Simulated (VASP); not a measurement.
The system is SnSe.

```
Sn Se
1.0
     0.00000    3.01000    3.01000
     3.01000    0.00000    3.01000
     3.01000    3.01000    0.00000
Sn Se
1 1
Direct
  0.00000 0.00000 0.00000
  0.50000 0.50000 0.50000
```

| Quantity | Value |
| --- | --- |
| Program | VASP 6.6.1 |
| Task | relaxation of cell and atoms |
| Functional | BLYP |
| Potentials or basis | VASP PAW PBE potentials, release 64 (Sn_d, Se) |
| Cutoff | 600 eV |
| k mesh | 8 × 8 × 8 |
| Occupations | fermi-dirac, width 0.05 eV |
| Spin | no spin polarisation |

At the start: pressure 5.0 GPa; volume 27.27 Å³/atom.

Task: How do energy, volume and symmetry change on relaxing?

Result: Over 3 steps the energy falls by 40.3 meV/atom and the volume is 30.10 Å³/atom (+10.4 %); space group Fm-3m (No. 225, to 0.05 Å).

Step by step:
```csv
step,energy change (eV),largest force (eV/Å),pressure (GPa),volume (Å³)
1,0.0000,0.0000,4.96,54.54
2,-0.0776,0.0000,-0.79,61.49
3,-0.0807,0.0000,0.01,60.21
```

Final structure:
```
Sn Se
1.0
     0.00000    3.11084    3.11084
     3.11084    0.00000    3.11084
     3.11084    3.11084    0.00000
Sn Se
1 1
Direct
  0.00000 0.00000 0.00000
  0.50000 0.50000 0.50000
```

Caveat: the PAW data sets were made with another functional, which shifts forces and pressure a little; the volume moved by +10 % from the deposited cell, more than functionals usually miss.
